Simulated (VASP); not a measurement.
# NiO (R-3m) in VASP: further runs

The runs below take NiO through single point, with PBE+U.

Program: VASP 6.6.1. These are calculated values, not measurements. Logs are shortened: lines on timing, memory, paths and dates and some standing lists are left out, and cuts for length are marked.

### Step 1. The cell of the first run

The typed cell holds 4 atoms: a = 5.226 Å, b = 5.226 Å, c = 5.226 Å, α = 33.57°, β = 33.57°, γ = 33.57°.

### Step 2. Single point, PBE+U, collinear spin, antiferromagnetic start

INCAR reads:

```
SYSTEM = NiO
  PREC = Accurate
  ENCUT = 520
  EDIFF = 1E-6
  ISMEAR = 0
  SIGMA = 0.05
  LREAL = .FALSE.
  LASPH = .TRUE.
  NELM = 150
  ALGO = Normal
  ISIF = 2
  LWAVE = .FALSE.
  LCHARG = .FALSE.
  ISPIN = 2
  MAGMOM = 2 -2 0 0
  LORBIT = 11
  LMAXMIX = 4
  LDAU = .TRUE.
  LDAUTYPE = 2
  LDAUL = 2 -1
  LDAUU = 6.2 0
  LDAUJ = 0 0
  LDAUPRINT = 1
  GGA = PE
  NBANDS = 28
```

KPOINTS reads:

```
regular mesh
0
G
  5 5 5
  0 0 0
```

POSCAR reads:

```
NiO
1.0
    0.0000000000      1.7424802814      4.9268273820
   -1.5090321892     -0.8712401406      4.9268273820
    1.5090321892     -0.8712401406      4.9268273820
Ni O
2 2
Direct
    0.5000000000     -0.5000000000      0.5000000000
    1.0000000000      0.0000000000      1.0000000000
    0.2500000000      0.2500000000      0.2500000000
    0.7500000000      0.7500000000      0.7500000000
```

Potentials or basis: VASP PAW PBE potentials, release 64 (Ni, O).

Started as:

```console
$ cat potpaw_PBE.64/Ni/POTCAR potpaw_PBE.64/O/POTCAR > POTCAR
$ mpirun -np 1 vasp_std > vasp.out
```

OUTCAR:

```text
SYSTEM = NiO
   PREC = Accurate
   ENCUT = 520
   EDIFF = 1E-6
   ISMEAR = 0
   LREAL = .FALSE.
   LASPH = .TRUE.
   NELM = 150
   ISIF = 2
   ISPIN = 2
   LORBIT = 11
   GGA = PE

 ion  position               nearest neighbor table
   1  0.500  0.500  0.500-   3 2.13   3 2.13   4 2.13   4 2.13   3 2.13   4 2.13   2 3.02   2 3.02
                             2 3.02   2 3.02   2 3.02   2 3.02
   2  0.000  0.000  0.000-   4 2.13   4 2.13   3 2.13   3 2.13   4 2.13   3 2.13   1 3.02   1 3.02
                             1 3.02   1 3.02   1 3.02   1 3.02
   3  0.250  0.250  0.250-   2 2.13   2 2.13   1 2.13   1 2.13   2 2.13   1 2.13
   4  0.750  0.750  0.750-   1 2.13   1 2.13   2 2.13   2 2.13   1 2.13   2 2.13

  LATTYP: Found a trigonal (rhomboedric) cell.
 ALAT       =     5.2258841915
 COS(alpha) =     0.8332340274

  Lattice vectors:

 A1 = (   0.0000000000,   1.7424802814,   4.9268273820)
 A2 = (  -1.5090321892,  -0.8712401406,   4.9268273820)
 A3 = (   1.5090321892,  -0.8712401406,   4.9268273820)

Analysis of symmetry for initial positions (statically):
=====================================================================
 Subroutine PRICEL returns following result:

  LATTYP: Found a trigonal (rhomboedric) cell.
 ALAT       =     3.0173903532
 COS(alpha) =     0.4997765949
[... 12 lines left out ...]
 Subroutine GETGRP returns: Found 12 space group operations
 (whereof 12 operations were pure point group operations)
 out of a pool of 12 trial point group operations.

The static configuration has the point symmetry D_3d.

Analysis of symmetry for dynamics (positions and initial velocities):
=====================================================================
 Subroutine PRICEL returns following result:

  LATTYP: Found a trigonal (rhomboedric) cell.
 ALAT       =     3.0173903532
 COS(alpha) =     0.4997765949
[... 12 lines left out ...]
 Subroutine GETGRP returns: Found 12 space group operations
 (whereof 12 operations were pure point group operations)
 out of a pool of 12 trial point group operations.

The dynamic configuration has the point symmetry D_3d.

Analysis of structural, dynamic, and magnetic symmetry:
=====================================================================
 Subroutine PRICEL returns following result:

  LATTYP: Found a trigonal (rhomboedric) cell.
 ALAT       =     3.0173903532
 COS(alpha) =     0.4997765949
[... 12 lines left out ...]
 Subroutine GETGRP returns: Found 12 space group operations
 (whereof 12 operations were pure point group operations)
 out of a pool of 12 trial point group operations.

The overall configuration has the point symmetry D_3d.

 Subroutine INISYM returns: Found 12 space group operations
 (whereof 12 operations are pure point group operations),
 and found     2 'primitive' translations

----------------------------------------------------------------------------------------

                                     Primitive cell

  volume of cell :      19.4323

  direct lattice vectors                    reciprocal lattice vectors
    -1.509032189  0.871240141  2.463413691    -0.331338194  0.191298195  0.135313583
     0.000000000 -1.742480281  2.463413691    -0.000000000 -0.382596391  0.135313583
     1.509032189  0.871240141  2.463413691     0.331338194  0.191298195  0.135313583

  length of vectors
     3.017390353  3.017390353  3.017390353     0.405819866  0.405819866  0.405819866

  position of ions in fractional coordinates (direct lattice)
     0.000000000  1.000000000  0.000000000
     0.500000000  0.500000000  0.500000000

  ion indices of the primitive-cell ions
[... 138 lines left out ...]
  o =  0.9800  v =  0.0000  0.0000  0.0000  0.0000  0.0000  0.8164 -0.0000  0.0000  0.5775 -0.0000      0.0000  0.0000  0.0000  0.0000  0.0000  0.0000  0.0000  0.0000  0.0000  0.0000
  o =  0.9801  v =  0.0000  0.0000  0.0000  0.0000  0.0000 -0.0000 -0.0000 -1.0000 -0.0000 -0.0000      0.0000  0.0000  0.0000  0.0000  0.0000  0.0000  0.0000  0.0000  0.0000  0.0000
  o =  0.9818  v = -0.0000 -0.0000  1.0000 -0.0000 -0.0000  0.0000  0.0000  0.0000  0.0000  0.0000      0.0000  0.0000  0.0000  0.0000  0.0000  0.0000  0.0000  0.0000  0.0000  0.0000
  o =  0.9819  v = -0.0000 -0.5769 -0.0000 -0.0000 -0.8168  0.0000  0.0000  0.0000  0.0000  0.0000      0.0000  0.0000  0.0000  0.0000  0.0000  0.0000  0.0000  0.0000  0.0000  0.0000
  o =  0.9819  v =  0.8168 -0.0000 -0.0000  0.5769 -0.0000  0.0000  0.0000  0.0000  0.0000  0.0000      0.0000  0.0000  0.0000  0.0000  0.0000  0.0000  0.0000  0.0000  0.0000  0.0000
  o =  1.0227  v = -0.5769  0.0000 -0.0000  0.8168 -0.0000  0.0000  0.0000  0.0000  0.0000  0.0000      0.0000  0.0000  0.0000  0.0000  0.0000  0.0000  0.0000  0.0000  0.0000  0.0000
  o =  1.0227  v =  0.0000  0.8168 -0.0000 -0.0000 -0.5769  0.0000  0.0000  0.0000  0.0000  0.0000      0.0000  0.0000  0.0000  0.0000  0.0000  0.0000  0.0000  0.0000  0.0000  0.0000

atom =   2  type =  1  l = 2

[... 21 lines left out ...]
  o =  0.1415  v =  0.0000  0.8164 -0.0000 -0.0000 -0.5775  0.0000  0.0000  0.0000  0.0000  0.0000      0.0000  0.0000  0.0000  0.0000  0.0000  0.0000  0.0000  0.0000  0.0000  0.0000
  o =  0.9800  v = -0.0000  0.5775 -0.0000 -0.0000  0.8164  0.0000  0.0000  0.0000  0.0000  0.0000      0.0000  0.0000  0.0000  0.0000  0.0000  0.0000  0.0000  0.0000  0.0000  0.0000
  o =  0.9800  v =  0.8164  0.0000 -0.0000  0.5775  0.0000  0.0000  0.0000  0.0000  0.0000  0.0000      0.0000  0.0000  0.0000  0.0000  0.0000  0.0000  0.0000  0.0000  0.0000  0.0000
  o =  0.9801  v =  0.0000  0.0000  1.0000  0.0000  0.0000  0.0000  0.0000  0.0000  0.0000  0.0000      0.0000  0.0000  0.0000  0.0000  0.0000  0.0000  0.0000  0.0000  0.0000  0.0000
  o =  0.9818  v =  0.0000  0.0000  0.0000  0.0000  0.0000 -0.0000 -0.0000  1.0000 -0.0000 -0.0000      0.0000  0.0000  0.0000  0.0000  0.0000  0.0000  0.0000  0.0000  0.0000  0.0000
  o =  0.9819  v =  0.0000  0.0000  0.0000  0.0000  0.0000 -0.0000 -0.5769 -0.0000 -0.0000 -0.8168      0.0000  0.0000  0.0000  0.0000  0.0000  0.0000  0.0000  0.0000  0.0000  0.0000
  o =  0.9819  v =  0.0000  0.0000  0.0000  0.0000  0.0000  0.8168 -0.0000 -0.0000  0.5769 -0.0000      0.0000  0.0000  0.0000  0.0000  0.0000  0.0000  0.0000  0.0000  0.0000  0.0000
  o =  1.0227  v =  0.0000  0.0000  0.0000  0.0000  0.0000 -0.5769  0.0000 -0.0000  0.8168 -0.0000      0.0000  0.0000  0.0000  0.0000  0.0000  0.0000  0.0000  0.0000  0.0000  0.0000
  o =  1.0227  v =  0.0000  0.0000  0.0000  0.0000  0.0000  0.0000  0.8168 -0.0000 -0.0000 -0.5769      0.0000  0.0000  0.0000  0.0000  0.0000  0.0000  0.0000  0.0000  0.0000  0.0000

 number of electron      31.9999988 magnetization       0.0000000

 Free energy of the ion-electron system (eV)
  ---------------------------------------------------
  ext. energy  EPLUGINS =         0.00000000
  ---------------------------------------------------
  free energy    TOTEN  =       -20.40689241 eV

  energy without entropy =      -20.40689241  energy(sigma->0) =      -20.40689241

 E-fermi :   5.6776     XC(G=0): -12.2701

 val. band max:        5.4632050711   @ k =   0.4000   0.4000   0.4000
 cond. band min:       8.4492133210   @ k =   0.0000   0.0000   0.0000
 fundamental gap:      2.9860082499
 Fermi energy:         5.6776387125

 spin component 1

 k-point     1 :       0.0000    0.0000    0.0000
  band No.  band energies     occupation
      1     -12.2685      1.00000
      2     -10.9999      1.00000
      3      -1.0262      1.00000
      4      -0.5747      1.00000
      5      -0.5747      1.00000
      6       1.2298      1.00000
[... 578 lines left out ...]
     27      23.4028      0.00000
     28      25.7041      0.00000
 Fermi energy:         5.6776387125

 spin component 2

 k-point     1 :       0.0000    0.0000    0.0000
  band No.  band energies     occupation
      1     -12.2685      1.00000
      2     -10.9999      1.00000
      3      -1.0262      1.00000
      4      -0.5747      1.00000
      5      -0.5747      1.00000
      6       1.2298      1.00000
[... 578 lines left out ...]
     27      23.4028      0.00000
     28      25.7041      0.00000

------------------------ aborting loop because EDIFF is reached ----------------------------------------

  FORCE on cell =-STRESS in cart. coord.  units (eV):
  Direction    XX          YY          ZZ          XY          YZ          ZX
  --------------------------------------------------------------------------------------
  -------------------------------------------------------------------------------------
  Total       -2.3412586     -2.3412586     -2.3739339      0.0000000     -0.0000000      0.0000000
  in kB      -96.5172603    -96.5172603    -97.8642852      0.0000000     -0.0000000      0.0000000
  external PRESSURE =     -96.9662686 kB  Pullay stress =       0.0000000 kB

 VOLUME and BASIS-vectors are now :
 -----------------------------------------------------------------------------
  energy-cutoff  :      520.00
  volume of cell :       38.86
      direct lattice vectors                 reciprocal lattice vectors
     0.000000000  1.742480281  4.926827382     0.000000000  0.382596391  0.067656792
    -1.509032189 -0.871240141  4.926827382    -0.331338194 -0.191298195  0.067656792
     1.509032189 -0.871240141  4.926827382     0.331338194 -0.191298195  0.067656792

 POSITION                                       TOTAL-FORCE (eV/Angst)
 -----------------------------------------------------------------------------------
      0.00000      0.00000      7.39024        -0.000000     -0.000000      0.000000
      0.00000      0.00000      0.00000        -0.000000      0.000000      0.000000
      0.00000      0.00000      3.69512        -0.000000      0.000000     -0.000000
      0.00000      0.00000     11.08536         0.000000     -0.000000      0.000000
 -----------------------------------------------------------------------------------
    total drift:                               -0.000000      0.000000      0.000000

  FREE ENERGIE OF THE ION-ELECTRON SYSTEM (eV)
  ---------------------------------------------------
  free  energy   TOTEN  =       -20.4068924104 eV

  energy  without entropy=      -20.4068924104  energy(sigma->0) =      -20.40689241

 total charge

# of ion       s       p       d       tot
------------------------------------------
    1        0.323   0.375   8.189   8.888
    2        0.323   0.375   8.189   8.888
    3        1.550   3.440   0.000   4.990
    4        1.550   3.440   0.000   4.990
--------------------------------------------------
tot          3.747   7.631  16.379  27.757

 magnetization (x)

# of ion       s       p       d       tot
------------------------------------------
    1       -0.001  -0.004   1.766   1.761
    2        0.001   0.004  -1.766  -1.761
    3        0.000   0.000   0.000   0.000
    4        0.000   0.000   0.000   0.000
--------------------------------------------------
tot          0.000   0.000   0.000   0.000
```

Run time: 5.4 min. Hardware: 1 thread of AMD EPYC 7R13, shared host; peak memory 0.25 GiB.

What came out:

```
Free energy                                           : -20.4069 eV
Pressure                                              : -9.7 GPa
Band gap on the k mesh                                : 2.99 eV
Net moment                                            : 0.00 μB per cell
Site moments                                          : Ni +1.76, -1.76; O +0.00 μB
Valence electrons inside the program's atomic spheres : Ni 8.89; O 4.99
```

Stress tensor (GPa, compression positive):
```
-9.65  0.00  0.00
 0.00 -9.65  0.00
 0.00  0.00 -9.79
```

Levels at points of the mesh, in eV from the valence-band top:
Spin up:
| k point | band 13 | band 14 | band 15 | band 16 | band 17 | band 18 | band 19 | band 20 |
| --- | --- | --- | --- | --- | --- | --- | --- | --- |
| (0.00, 0.00, 0.00) | -0.66 | -0.61 | -0.61 | -0.61 | 2.99 | 4.24 | 4.24 | 7.13 |
Spin down:
```tsv
k point	band 14	band 15	band 16	band 17	band 18	band 19
(0.00, 0.00, 0.00)	-0.61	-0.61	-0.61	2.99	4.24	4.24
```

Eigenvalues of the final occupation matrices:
| site | spin | trace | eigenvalues |
| --- | --- | --- | --- |
| site 1 d | 1 | 4.99 | 0.98 0.98 0.98 1.02 1.02 |
| site 1 d | 2 | 3.22 | 0.14 0.14 0.98 0.98 0.98 |
| site 2 d | 1 | 3.22 | 0.14 0.14 0.98 0.98 0.98 |
| site 2 d | 2 | 4.99 | 0.98 0.98 0.98 1.02 1.02 |

Caveat: the k points lie up to 0.49 Å⁻¹ apart.

### Step 3. Single point, PBE+U, collinear spin, antiferromagnetic start

This run uses another cell than the first one, of the same volume but with other edges.

INCAR reads:

```
PREC     = Accurate       # precision mode
ENCUT    = 600            # plane-wave cutoff, eV
EDIFF    = 1E-6           # SCF threshold, eV
ISMEAR   = 0              # smearing method
SIGMA    = 0.05           # smearing width, eV
LREAL    = F              # projectors in reciprocal space
LASPH    = T              # aspherical terms in the spheres
NELM     = 200            # most SCF steps
ALGO     = Normal         # electronic algorithm
ISIF     = 2              # what is computed and relaxed
LWAVE    = F              # write WAVECAR
LCHARG   = T              # write CHGCAR
ISPIN    = 2              # spin polarisation
MAGMOM   = 2 -2 0 0       # initial moments
LORBIT   = 11             # projections on sites
LMAXMIX  = 4              # l up to which the mixer works
LDAU     = T              # DFT+U
LDAUTYPE = 2            
LDAUL    = 2 -1           # shell
LDAUU    = 6.2 0          # U, eV
LDAUJ    = 0 0          
LDAUPRINT= 1            
GGA      = PE             # functional
LELF     = T              # ELF
LVHAR    = T            
NBANDS   = 28             # bands
GGA_COMPAT= F
```

KPOINTS reads:

```
Automatic mesh
0
Gamma
  8 8 6
```

POSCAR reads:

```
NiO
1.0
    1.5090321892      0.8712401407      2.4634136910
   -1.5090321892      2.6137204220      0.0000000000
   -3.0180643784     -1.7424802813      2.4634136910
Ni O
2 2
Direct
    1.0000000000      0.0000000000      0.0000000000
    1.5000000000      0.5000000000      0.5000000000
    1.0000000000      0.0000000000      0.5000000000
    1.5000000000      0.5000000000      1.0000000000
```

Potentials or basis: VASP PAW PBE potentials, release 64 (Ni, O).

Started as:

```console
$ cat potpaw_PBE.64/Ni/POTCAR potpaw_PBE.64/O/POTCAR > POTCAR
$ mpirun -np 1 vasp_std > vasp.out
```

Run time: 5.9 min. Hardware: 1 thread of Intel Xeon 8259CL, shared host; peak memory 0.35 GiB.

It converged, with:

```
Free energy                                           : -20.2734 eV
Pressure                                              : -8.3 GPa
Band gap on the k mesh                                : 2.43 eV
Net moment                                            : 0.00 μB per cell
Site moments                                          : Ni +1.84, -1.84; O -0.06, +0.06 μB
Valence electrons inside the program's atomic spheres : Ni 8.87; O 5.00
```

Levels at points of the mesh, in eV from the valence-band top:
Spin up:
```tsv
k point	band 12	band 13	band 14	band 15	band 16	band 17	band 18	band 19	band 20	band 21
(0.00, 0.00, 0.00)	-2.40	-2.40	-1.10	-1.09	-1.09	2.43	2.73	2.91	6.86	11.42
(0.50, 0.00, 0.00)	-2.62	-2.41	-1.94	-1.68	-0.19	3.10	4.61	7.84	8.08	11.43
(0.00, 0.50, 0.00)	-2.62	-2.41	-1.94	-1.68	-0.19	3.10	4.61	7.84	8.08	11.44
(0.50, 0.50, 0.00)	-3.25	-2.45	-2.39	-2.39	-2.33	3.03	3.19	6.59	7.12	11.42
(0.00, 0.00, 0.50)	-2.55	-1.43	-1.43	-1.37	-1.37	2.73	3.06	6.02	6.84	12.82
(0.50, 0.00, 0.50)	-2.60	-2.09	-1.96	0.00	0.00	4.62	4.62	6.55	6.61	10.51
(0.00, 0.50, 0.50)	-2.60	-2.09	-1.96	0.00	0.00	4.62	4.62	6.55	6.62	10.51
(0.50, 0.50, 0.50)	-2.91	-2.91	-2.59	-2.59	-1.90	3.20	3.69	8.86	9.53	11.19
```
Spin down:
```csv
k point,band 14,band 15,band 16,band 17,band 18,band 19
"(0.00, 0.00, 0.00)",-1.10,-1.09,-1.09,2.43,2.73,2.91
"(0.50, 0.00, 0.00)",-1.94,-1.68,-0.19,3.10,4.61,7.84
"(0.00, 0.50, 0.00)",-1.94,-1.68,-0.19,3.10,4.61,7.84
"(0.50, 0.50, 0.00)",-2.39,-2.39,-2.33,3.03,3.19,6.59
"(0.00, 0.00, 0.50)",-1.43,-1.37,-1.37,2.73,3.06,6.02
"(0.50, 0.00, 0.50)",-1.96,0.00,0.00,4.62,4.62,6.55
"(0.00, 0.50, 0.50)",-1.96,0.00,0.00,4.62,4.62,6.55
"(0.50, 0.50, 0.50)",-2.59,-2.59,-1.90,3.20,3.69,8.86
```

Eigenvalues of the final occupation matrices:
| site | spin | trace | eigenvalues |
| --- | --- | --- | --- |
| site 1 d | 1 | 5.00 | 0.98 0.98 0.98 1.03 1.03 |
| site 1 d | 2 | 3.19 | 0.12 0.13 0.98 0.98 0.98 |
| site 2 d | 1 | 3.19 | 0.12 0.13 0.98 0.98 0.98 |
| site 2 d | 2 | 5.00 | 0.98 0.98 0.98 1.03 1.03 |

A k mesh can miss the band edges. The state reached can hang on the start; a lower one may exist.

### Step 4. Single point, PBE+U, collinear spin, antiferromagnetic start

INCAR reads:

```
SYSTEM = NiO
  PREC = Accurate
  ENCUT = 600
  EDIFF = 1E-6
  ISMEAR = 0
  SIGMA = 0.05
  LREAL = .FALSE.
  LASPH = .TRUE.
  NELM = 200
  ALGO = Normal
  ISIF = 2
  LWAVE = .FALSE.
  LCHARG = .FALSE.
  ISPIN = 2
  MAGMOM = 2 -2 0 0
  LORBIT = 11
  LMAXMIX = 4
  LDAU = .TRUE.
  LDAUTYPE = 2
  LDAUL = 2 -1
  LDAUU = 6.2 0
  LDAUJ = 0 0
  LDAUPRINT = 1
  GGA = PE
  NBANDS = 36
  GGA_COMPAT = .FALSE.
```

KPOINTS reads:

```
regular mesh
0
G
  5 5 5
  0 0 0
```

POSCAR reads:

```
NiO
1.0
    0.0000000000      1.7424802814      4.9268273820
   -1.5090321892     -0.8712401406      4.9268273820
    1.5090321892     -0.8712401406      4.9268273820
Ni O
2 2
Direct
    0.5000000000     -0.5000000000      0.5000000000
    1.0000000000      0.0000000000      1.0000000000
    0.2500000000      0.2500000000      0.2500000000
    0.7500000000      0.7500000000      0.7500000000
```

Potentials or basis: VASP PAW PBE potentials, release 64 (Ni_sv_GW, O).

Started as:

```console
$ cat potpaw_PBE.64/Ni_sv_GW/POTCAR potpaw_PBE.64/O/POTCAR > POTCAR
$ mpirun -np 1 vasp_std > vasp.out
```

It took 3.8 min on 1 thread of Intel Xeon Platinum 8259CL at 2.50GHz (Skylake/Cascade Lake), shared host; peak memory 0.34 GiB.

It converged, with:

| Quantity | Value |
| --- | --- |
| Free energy | -20.6439 eV |
| Pressure | -5.6 GPa |
| Band gap on the k mesh | 2.77 eV |
| Net moment | 0.00 μB per cell |
| Site moments | Ni +1.75, -1.75; O +0.00 μB |
| Valence electrons inside the program's atomic spheres | Ni 16.09; O 5.00 |

Stress tensor (GPa, compression positive):
```
-5.52  0.00  0.00
 0.00 -5.52  0.00
 0.00  0.00 -5.74
```

Levels at points of the mesh, in eV from the valence-band top:
Spin up:
| k point | band 20 | band 21 | band 22 | band 23 | band 24 | band 25 | band 26 | band 27 | band 28 | band 29 |
| --- | --- | --- | --- | --- | --- | --- | --- | --- | --- | --- |
| (0.00, 0.00, 0.00) | -0.78 | -0.78 | -0.77 | -0.62 | -0.62 | 2.77 | 4.68 | 4.68 | 6.89 | 11.10 |
Spin down:
```csv
k point,band 21,band 22,band 23,band 24,band 25,band 26,band 27,band 28
"(0.00, 0.00, 0.00)",-0.78,-0.77,-0.62,-0.62,2.77,4.68,4.68,6.89
```

Eigenvalues of the final occupation matrices:
| site | spin | trace | eigenvalues |
| --- | --- | --- | --- |
| site 1 d | 1 | 4.74 | 0.94 0.94 0.94 0.96 0.96 |
| site 1 d | 2 | 2.99 | 0.10 0.10 0.93 0.93 0.93 |
| site 2 d | 1 | 2.99 | 0.10 0.10 0.93 0.93 0.93 |
| site 2 d | 2 | 4.74 | 0.94 0.94 0.94 0.96 0.96 |

Caveat: the k points lie up to 0.49 Å⁻¹ apart.

### Step 5. Summary

| potentials or basis | cell | k mesh | cutoff (eV) | second run | gap on the mesh (eV) | pressure (GPa) | moment (μB) |
| --- | --- | --- | --- | --- | --- | --- | --- |
| VASP PAW PBE potentials, release 64 (Ni, O) | a = 5.226 Å, angles 33.6°, 4 atoms | 5 × 5 × 5 | 520 | - | 2.99 | -9.7 | 0.00 |
| VASP PAW PBE potentials, release 64 (Ni, O) | a = 3.017, b = 3.018, c = 4.268 Å, 4 atoms | 8 × 8 × 6 | 600 | - | 2.43 | -8.3 | 0.00 |
| VASP PAW PBE potentials, release 64 (Ni_sv_GW, O) | a = 5.226 Å, angles 33.6°, 4 atoms | 5 × 5 × 5 | 600 | valence_matched | 2.77 | -5.6 | 0.00 |

Alike in all rows: task single point; level PBE+U; spin collinear, antiferromagnetic start; Ni d U = 6.2 eV; smearing gaussian 0.05 eV.

Caveats: some runs use coarse meshes.

Absolute energies hang on the potentials; compare differences alone.
